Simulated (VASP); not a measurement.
# Ni (I4/mmm) in VASP: single point with PBE+U

Aim: the single point of Ni with PBE+U.

All numbers are computed with VASP 6.6.1; they aren't measurements. Logs are shortened: lines on timing, memory, paths and dates and some standing lists are left out, and cuts for length are marked.

## (1) The cell of the first run

It takes space group I4/mmm (No. 139, tetragonal). Conventional cell: a = 2.457 Å, b = 2.457 Å, c = 3.510 Å, α = 90.00°, β = 90.00°, γ = 90.00°. Ni (site symmetry 4/mmm) has 12 Ni at 2.46 to 2.47 Å within 3.2 Å.

## (2) Single point, PBE+U, collinear spin, ferromagnetic start (cell strained by +1.0% along z)

Contents of INCAR:

```
GGA = PE
ISPIN = 2
MAGMOM = 1
LORBIT = 11
LDAU = T
LDAUTYPE = 2
LDAUL = 2
LDAUU = 6
LDAUJ = 0
ISMEAR = 1
SIGMA = 0.05
LWAVE = F
LCHARG = F
ISIF = 2
PREC = Accurate
LASPH = T
LREAL = F
ALGO = Normal
EDIFF = 1E-6
NELM = 200
GGA_COMPAT = F
ENCUT = 710
LMAXMIX = 4
NBANDS = 25
```

Contents of KPOINTS:

```
Automatic mesh
0
Gamma
  30 30 30
  0 0 0
```

Contents of POSCAR:

```
Ni
1.0
    0.0000000000      1.7375729330      1.7549486623
    1.7375729330      0.0000000000      1.7549486623
    1.7375729330      1.7375729330      0.0000000000
Ni
1
Direct
    0.0000000000      0.0000000000      0.0000000000
```

Potentials or basis: VASP PAW PBE potentials, release 64 (Ni).

On the command line:

```bash
> cat potpaw_PBE.64/Ni/POTCAR > POTCAR
> mpirun -np 1 vasp_std > vasp.out
```

OUTCAR:

```text
GGA = PE
   ISPIN = 2
   LORBIT = 11
   ISMEAR = 1
   ISIF = 2
   PREC = Accurate
   LASPH = T
   LREAL = F
   EDIFF = 1E-6
   NELM = 200
   ENCUT = 710

 ion  position               nearest neighbor table
   1  0.000  0.000  0.000-

  LATTYP: Found a body centered tetragonal cell.
 ALAT       =     2.4572992075
 C/A-ratio  =     1.4283556980

  Lattice vectors:

 A1 = (  -1.7375729330,   0.0000000000,   1.7549486623)
 A2 = (   1.7375729330,   0.0000000000,   1.7549486623)
 A3 = (   0.0000000000,   1.7375729330,  -1.7549486623)

Analysis of symmetry for initial positions (statically):
=====================================================================
 Subroutine PRICEL returns:
 Original cell was already a primitive cell.

 Routine SETGRP: Setting up the symmetry group for a
 body centered tetragonal supercell.

 Subroutine GETGRP returns: Found 16 space group operations
 (whereof 16 operations were pure point group operations)
 out of a pool of 16 trial point group operations.

The static configuration has the point symmetry D_4h.

Analysis of symmetry for dynamics (positions and initial velocities):
=====================================================================
 Subroutine PRICEL returns:
 Original cell was already a primitive cell.

 Routine SETGRP: Setting up the symmetry group for a
 body centered tetragonal supercell.

 Subroutine GETGRP returns: Found 16 space group operations
 (whereof 16 operations were pure point group operations)
 out of a pool of 16 trial point group operations.

The dynamic configuration has the point symmetry D_4h.

Analysis of structural, dynamic, and magnetic symmetry:
=====================================================================
 Subroutine PRICEL returns:
 Original cell was already a primitive cell.

 Routine SETGRP: Setting up the symmetry group for a
 body centered tetragonal supercell.

 Subroutine GETGRP returns: Found 16 space group operations
 (whereof 16 operations were pure point group operations)
 out of a pool of 16 trial point group operations.

The overall configuration has the point symmetry D_4h.

 Subroutine INISYM returns: Found 16 space group operations
 (whereof 16 operations are pure point group operations),
 and found     1 'primitive' translations

----------------------------------------------------------------------------------------

                                     Primitive cell

  volume of cell :      10.5969

  direct lattice vectors                    reciprocal lattice vectors
     0.000000000  1.737572933  1.754948662    -0.287757705  0.287757705  0.284908619
     1.737572933  0.000000000  1.754948662     0.287757705 -0.287757705  0.284908619
     1.737572933  1.737572933  0.000000000     0.287757705  0.287757705 -0.284908619

  length of vectors
     2.469616267  2.469616267  2.457299207     0.496771492  0.496771492  0.496771492

  position of ions in fractional coordinates (direct lattice)
     0.000000000  0.000000000  0.000000000

  ion indices of the primitive-cell ions
   primitive index   ion index
                 1           1

----------------------------------------------------------------------------------------

 KPOINTS: Automatic mesh

Automatic generation of k-mesh.
 Grid dimensions read from file:
 generate k-points for:   30   30   30

 Generating k-lattice:

  Cartesian coordinates                     Fractional coordinates (reciprocal lattice)
    -0.009591924  0.009591924  0.009496954     0.033333333 -0.000000000  0.000000000
     0.009591924 -0.009591924  0.009496954    -0.000000000  0.033333333  0.000000000
     0.009591924  0.009591924 -0.009496954     0.000000000  0.000000000  0.033333333

  Length of vectors
     0.016559050  0.016559050  0.016559050

  Shift w.r.t. Gamma in fractional coordinates (k-lattice)
     0.000000000  0.000000000  0.000000000

 Subroutine IBZKPT returns following result:
 ===========================================

 Found   1992 irreducible k-points:

 Following reciprocal coordinates:
            Coordinates               Weight
  0.000000  0.000000  0.000000      1.000000
  0.033333  0.000000  0.000000      8.000000
  0.066667  0.000000  0.000000      8.000000
  0.100000  0.000000  0.000000      8.000000
  0.133333  0.000000  0.000000      8.000000
  0.166667  0.000000  0.000000      8.000000
[... 16 lines left out ...]
  0.233333  0.033333  0.000000      8.000000
  0.266667  0.033333  0.000000      8.000000
 [... further k-points ...]
   k-points           NKPTS =   1992   k-points in BZ     NKDIM =   1992   number of bands    NBANDS=     25
   number of dos      NEDOS =    301   number of ions     NIONS =      1
   total plane-waves  NPLWV =  13824
   dimension x,y,z NGX =    24 NGY =   24 NGZ =   24
   dimension x,y,z NGXF=    48 NGYF=   48 NGZF=   48
   ions per type =               1
   NGX,Y,Z   is equivalent  to a cutoff of  16.16, 16.16, 16.24 a.u.
   NGXF,Y,Z  is equivalent  to a cutoff of  32.31, 32.31, 32.47 a.u.
 SYSTEM =  unknown system
   PREC   = accura    normal or accurate (medium, high low for compatibility)
   ISTART =      0    job   : 0-new  1-cont  2-samecut
   ICHARG =      2    charge: 1-file 2-atom 10-const
   ISPIN  =      2    spin polarized calculation?
   LNONCOLLINEAR =      F non collinear calculations
   LSORBIT =      F    spin-orbit coupling
   LASPH  =      T    aspherical Exc in radial PAW
   ENCUT  =  710.0 eV  52.18 Ry    7.22 a.u.   5.37  5.37  5.34*2*pi/ulx,y,z
   NELM   =    200;   NELMIN=  2; NELMDL= -5     # of ELM steps
   EDIFF  = 0.1E-05   stopping-criterion for ELM
   LREAL  =      F    real-space projection
   EDIFFG = 0.1E-04   stopping-criterion for IOM
   NSW    =      0    number of steps for IOM
   IBRION =     -1    ionic relax: 0-MD 1-quasi-New 2-CG
   NFREE  =      0    steps in history (QN), initial steepest desc. (CG)
   ISIF   =      2    stress and relaxation
   ISYM   =      2    0-nonsym 1-usesym 2-fastsym
   POTIM  = 0.5000    time-step for ionic-motion
   TEBEG  =    0.0;   TEEND  =   0.0 temperature during run

   SCALEE = 1.0000    scale energy and forces
   PSTRESS=    0.0 pullay stress
   NELECT =      10.0000    total number of electrons
   NUPDOWN=      -1.0000    fix difference up-down
   EMIN   =  10.00;   EMAX   =-10.00  energy-range for DOS
   EFERMI =   0.00;   METHOD = LEGACY
   ISMEAR =     1;   SIGMA  =   0.05  broadening in eV -4-tet -1-fermi 0-gaus
   EFERMI_NEDOS =   21; number of points for ismear=-14 and -15
   IALGO  =     38    algorithm
   IMIX   =      4    mixing-type and parameters
     AMIX     =   0.40;   BMIX     =  1.00
     AMIX_MAG =   1.60;   BMIX_MAG =  1.00
  volume/ion in A,a.u.               =      10.60        71.51
  Fermi-wavevector in a.u.,A,eV,Ry     =   1.605763  3.034451 35.082261  2.578473
  Thomas-Fermi vector in A             =   2.702057
   LORBIT       =     11    0 simple, 1 ext, 2 COOP (PROOUT), +10 PAW based schemes
 LDA+U is selected, type is set to LDAUTYPE =  2
   angular momentum for each species LDAUL =     2
   U (eV)           for each species LDAUU =   6.0
   J (eV)           for each species LDAUJ =   0.0
   GGA     = PE    functional components
   LHFCALC =     F    Hartree Fock is set to
   AEXX    =    0.0000 exact exchange contribution
   IVDW    =     0    specifies the selected vdW correction
   LEPSILON=     F    determine dielectric tensor
   LRPA    =     F    only Hartree local field effects (RPA)

   CSHIFT  =0.1000    complex shift for real part using Kramers Kronig

   OMEGAMAX=  -1.0    maximum frequency
 spin polarized calculation
 Methfessel and Paxton  Order N= 1 SIGMA  =   0.05
  energy-cutoff  :      710.00
  volume of cell :       10.60
 maximum number of plane-waves:       469
 NGX is ok and might be reduce to    24
   NGX = 11   NGY = 11   NGZ = 11

 number of electron      10.0000002 magnetization       0.7778393

 Free energy of the ion-electron system (eV)
  ---------------------------------------------------
  ext. energy  EPLUGINS =         0.00000000
  ---------------------------------------------------
  free energy    TOTEN  =        -1.90410082 eV

  energy without entropy =       -1.90412162  energy(sigma->0) =       -1.90410775

 E-fermi :   9.1604     XC(G=0): -13.3097

 val. band max:        9.1601183644   @ k =   0.4667   0.1000   0.0333
 cond. band min:       9.1612776121   @ k =  -0.2000   0.0000   0.1667
 fundamental gap:      0.0011592477
 Fermi energy:         9.1604362055

 spin component 1

 k-point     1 :       0.0000    0.0000    0.0000
  band No.  band energies     occupation
      1       0.6353      1.00000
      2       4.8845      1.00000
      3       4.9575      1.00000
      4       4.9575      1.00000
      5       6.2920      1.00000
      6       6.3570      1.00000
[... 9 lines left out ...]
     16      48.3985      0.00000
     17      49.8001      0.00000

 k-point     2 :       0.0333    0.0000    0.0000
  band No.  band energies     occupation
      1       0.6798      1.00000
      2       4.8874      1.00000
      3       4.9554      1.00000
      4       4.9684      1.00000
      5       6.2880      1.00000
      6       6.3524      1.00000
[... 9 lines left out ...]
     16      47.7758      0.00000
     17      50.1510      0.00000

 k-point     3 :       0.0667    0.0000    0.0000
  band No.  band energies     occupation
      1       0.8120      1.00000
      2       4.8792      1.00000
      3       4.9664      1.00000
      4       4.9999      1.00000
      5       6.2772      1.00000
      6       6.3397      1.00000
[... 392 lines left out ...]
 k-point    23 :       0.2333    0.0333    0.0000
  band No.  band energies     occupation
      1       2.3411      1.00000
      2       4.7894      1.00000
      3       5.2070      1.00000
      4       5.2538      1.00000
      5       6.2386      1.00000
      6       6.4150      1.00000
[... 9 lines left out ...]
     16      50.4844      0.00000
     17      55.1518      0.00000

 k-point    24 :       0.2667    0.0333    0.0000
  band No.  band energies     occupation
      1       2.6698      1.00000
      2       4.9636      1.00000
      3       5.2206      1.00000
      4       5.2659      1.00000
      5       6.3258      1.00000
      6       6.4754      1.00000
[... 9 lines left out ...]
     16      51.2581      0.00000
     17      56.6995      0.00000

 [... further k-points ...]

 [bands above 17 left out]

 Fermi energy:         9.1604362055

 spin component 2

 k-point     1 :       0.0000    0.0000    0.0000
  band No.  band energies     occupation
      1       0.5165      1.00000
      2       7.0172      1.00000
      3       7.0694      1.00000
      4       7.6085      1.00000
      5       7.6548      1.00000
      6       7.6548      1.00000
[... 9 lines left out ...]
     16      48.7216      0.00000
     17      50.0917      0.00000

 k-point     2 :       0.0333    0.0000    0.0000
  band No.  band energies     occupation
      1       0.5611      1.00000
      2       7.0125      1.00000
      3       7.0641      1.00000
      4       7.6085      1.00000
      5       7.6526      1.00000
      6       7.6665      1.00000
[... 9 lines left out ...]
     16      48.0963      0.00000
     17      50.4798      0.00000

 k-point     3 :       0.0667    0.0000    0.0000
  band No.  band energies     occupation
      1       0.6941      1.00000
      2       6.9967      1.00000
      3       7.0467      1.00000
      4       7.5807      1.00000
      5       7.6769      1.00000
      6       7.7030      1.00000
[... 392 lines left out ...]
 k-point    23 :       0.2333    0.0333    0.0000
  band No.  band energies     occupation
      1       2.3861      1.00000
      2       6.6621      1.00000
      3       6.8175      1.00000
      4       7.2177      1.00000
      5       8.2012      1.00000
      6       8.2747      1.00000
[... 9 lines left out ...]
     16      52.2542      0.00000
     17      55.5612      0.00000

 k-point    24 :       0.2667    0.0333    0.0000
  band No.  band energies     occupation
      1       2.8972      1.00000
      2       6.5740      1.00000
      3       6.7281      1.00000
      4       7.1917      1.00000
      5       8.3706      1.00000
      6       8.4427      1.00000
[... 9 lines left out ...]
     16      52.8784      0.00000
     17      58.0058      0.00000

 [... further k-points ...]

 [bands above 17 left out]

------------------------ aborting loop because EDIFF is reached ----------------------------------------

  FORCE on cell =-STRESS in cart. coord.  units (eV):
  Direction    XX          YY          ZZ          XY          YZ          ZX
  --------------------------------------------------------------------------------------
  -------------------------------------------------------------------------------------
  Total       -0.3010379     -0.3010379     -0.3893593      0.0000000      0.0000000      0.0000000
  in kB      -45.5146534    -45.5146534    -58.8681796      0.0000000      0.0000000      0.0000000
  external PRESSURE =     -49.9658288 kB  Pullay stress =       0.0000000 kB

 VOLUME and BASIS-vectors are now :
 -----------------------------------------------------------------------------
  energy-cutoff  :      710.00
  volume of cell :       10.60
      direct lattice vectors                 reciprocal lattice vectors
     0.000000000  1.737572933  1.754948662    -0.287757705  0.287757705  0.284908619
     1.737572933  0.000000000  1.754948662     0.287757705 -0.287757705  0.284908619
     1.737572933  1.737572933  0.000000000     0.287757705  0.287757705 -0.284908619

 POSITION                                       TOTAL-FORCE (eV/Angst)
 -----------------------------------------------------------------------------------
      0.00000      0.00000      0.00000        -0.000000      0.000000      0.000000
 -----------------------------------------------------------------------------------
    total drift:                               -0.000000      0.000000      0.000000

  FREE ENERGIE OF THE ION-ELECTRON SYSTEM (eV)
  ---------------------------------------------------
  free  energy   TOTEN  =        -1.9041008204 eV

  energy  without entropy=       -1.9041216169  energy(sigma->0) =       -1.90410775

 total charge

# of ion       s       p       d       tot
------------------------------------------
    1        0.490   0.449   8.553   9.492

 magnetization (x)

# of ion       s       p       d       tot
------------------------------------------
    1       -0.014  -0.049   0.880   0.816
```

It took 17 min on 1 thread of Intel Xeon Platinum 8488C (Sapphire Rapids), shared host; peak memory 1.1 GiB.

What came out:

```yaml
Free_energy: -1.9041 eV
Pressure: -5.0 GPa
Net_moment: 0.78 μB per cell
Site_moments: Ni +0.82 μB
Valence_electrons_inside_the_program's_atomic_spheres: Ni 9.49
```

Caveat: the cell differs from its parent crystal (cell strained by +1.0% along z); the cell stands under tension; the U is typed as a test and isn't derived for this compound.
